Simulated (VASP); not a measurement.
Wanted: the native input for a VASP 6.6.1 run.

| Quantity | Value |
| --- | --- |
| Task | single point |
| Functional | PBE |
| Potentials or basis | VASP PAW PBE potentials, release 64 (Sc_sv) |
| Cutoff | 520 eV |
| k mesh | 18 × 18 × 10 |
| Occupations | gaussian, width 0.15 eV |
| Spin | no spin polarisation |
| Dipole correction | no |
| Further INCAR settings | ALGO = Fast; EDIFF = 1e-07; NBANDS = 18 |

The structure of Sc lies in POSCAR:

```
Sc
1.0
    3.2095339604      0.0000000000      0.0000000000
   -1.6047669802      2.7795379440      0.0000000000
    0.0000000000      0.0000000000      5.2680000000
Sc
2
Direct
    0.3333333333      0.6666666667      0.2500000000
    0.6666666667      0.3333333333      0.7500000000
```

This cell differs from its parent crystal: strain -0.030 along x and y, +0.000 along z.

These files were run (other wordings do the same):

INCAR

```
PREC = Accurate ; ENCUT = 520
EDIFF = 1E-7 ; ISMEAR = 0
SIGMA = 0.15 ; LREAL = F
LASPH = T ; NELM = 100
ALGO = Fast ; ISIF = 2
LWAVE = F ; LCHARG = F
GGA = PE ; NBANDS = 18
```

KPOINTS

```
Automatic mesh
0
Gamma
  18 18 10
```

Potentials or basis: VASP PAW PBE potentials, release 64 (Sc_sv).

Command:

```bash
$ cat potpaw_PBE.64/Sc_sv/POTCAR > POTCAR
$ mpirun -np 1 vasp_std > vasp.out
```

It gave:

The pressure is 3.1 GPa. The band gap on the k mesh is zero (band 11 reaches 4.78 eV, above the bottom of band 12 at 3.47 eV).

Caveat: the cell differs from its parent crystal (strain -0.030 along x and y, +0.000 along z).

It took 4.5 min on 1 thread of AMD EPYC 7R13, with other jobs on the host, peak memory 0.24 GiB.
